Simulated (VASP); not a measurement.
## Ti: single point with PBE+D3(BJ)

Ti:

```xyz
1
Lattice="-1.5977 1.5977 1.5977 1.5977 -1.5977 1.5977 1.5977 1.5977 -1.5977" Properties=species:S:1:pos:R:3 pbc="T T T"
Ti    0.0000    0.0000    0.0000
```

| Quantity | Value |
| --- | --- |
| Program | VASP 6.6.1 |
| Task | single point |
| Functional | PBE |
| Dispersion | D3(BJ) |
| Potentials or basis | VASP PAW PBE potentials, release 64 (Ti_sv) |
| Cutoff | 520 eV |
| k mesh | 18 × 18 × 18 |
| Occupations | gaussian, width 0.1 eV |
| Spin | no spin polarisation |
| Dipole correction | no |
| Further INCAR settings | ALGO = Normal; EDIFF = 1e-06; NBANDS = 12 |

- Pressure: -0.4 GPa
- Band gap on the k mesh: zero (band 6 reaches 9.80 eV, above the bottom of band 7 at 8.17 eV)
- Dispersion energy per atom: -0.642 eV

Levels at points of the mesh, in eV from the Fermi level:
```csv
k point,band 4,band 5,band 6,band 7,band 8,band 9
"(0.00, 0.00, 0.00)",-32.19,-6.08,1.04,1.04,1.04,2.94
"(0.50, 0.00, 0.00)",-32.19,-2.61,-0.46,1.34,2.94,3.32
"(0.50, 0.50, 0.50)",-32.75,-2.32,-2.32,4.23,4.23,4.23
```

It took 22 s on 1 thread of Intel(R) Xeon(R) Platinum 8259CL CPU @ 2.50GHz (Skylake/Cascade Lake) (shared host), peak memory 0.17 GiB.

Caveat: pairwise dispersion overbinds metals, which lowers pressure and volume.
